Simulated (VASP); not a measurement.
HgTe (rocksalt type): relaxation of cell and atoms with PBE

The system is HgTe (rocksalt type).

```
Hg Te
1.0
     0.00000    2.72829    2.72829
     2.72829    0.00000    2.72829
     2.72829    2.72829    0.00000
Hg Te
1 1
Direct
  0.00000 0.00000 0.00000
  0.50000 0.50000 0.50000
```

```json
{
 "Program": "VASP 6.6.1",
 "Task": "relaxation of cell and atoms",
 "Functional": "PBE",
 "Potentials or basis": "VASP PAW PBE potentials, release 64 (Hg, Te)",
 "Cutoff": "600 eV",
 "k mesh": "13 × 13 × 13",
 "Occupations": "fermi-dirac, width 0.05 eV",
 "Spin": "no spin polarisation",
 "Target pressure": "42 GPa",
 "Dipole correction": "no",
 "Further INCAR settings": "ALGO = Normal; EDIFF = 1e-06; IBRION = 2; EDIFFG = -0.005; NSW = 60; ISIF = 3"
}
```

```
Relaxed volume                                             : 20.42 Å³/atom
Relaxed cell                                               : a = 3.865 Å, b = 3.865 Å, c = 3.865 Å, α = 60.00°, β = 60.00°, γ = 60.00°
Space group after relaxing (to 0.1 Å)                      : Fm-3m (No. 225)
Energy change on relaxing (the run minimises the enthalpy) : -29.8 meV/atom
Ionic steps                                                : 3
Pressure after relaxing                                    : 42.0 GPa
Band gap on the k mesh                                     : zero (bands 9 and 10 overlap by 3.77 eV)
```

Step by step:
| step | energy change (eV) | largest force (eV/Å) | pressure (GPa) | volume (Å³) |
| --- | --- | --- | --- | --- |
| 1 | 0.0000 | 0.0000 | 43.29 | 40.62 |
| 2 | -0.2454 | 0.0000 | 38.01 | 41.59 |
| 3 | -0.0597 | 0.0000 | 41.99 | 40.84 |

Final structure:
```
Hg Te
1.0
     0.00000    2.73331    2.73331
     2.73331    0.00000    2.73331
     2.73331    2.73331    0.00000
Hg Te
1 1
Direct
  0.00000 0.00000 0.00000
  0.50000 0.50000 0.50000
```

Levels at points of the mesh, in eV from the Fermi level:
| k point | band 5 | band 6 | band 7 | band 8 | band 9 | band 10 | band 11 | band 12 | band 13 |
| --- | --- | --- | --- | --- | --- | --- | --- | --- | --- |
| (0.00, 0.00, 0.00) | -8.36 | -8.36 | -1.31 | -1.31 | -1.31 | 0.95 | 6.97 | 7.85 | 7.85 |

Wall time 2 min on 1 thread of AMD EPYC 7R13, with other jobs on the host, peak memory 0.2 GiB.

Caveat: the cell is relaxed towards a set pressure, so the run minimises the enthalpy, not the energy; spin-orbit coupling is left out, which moves the levels of the heavy elements.
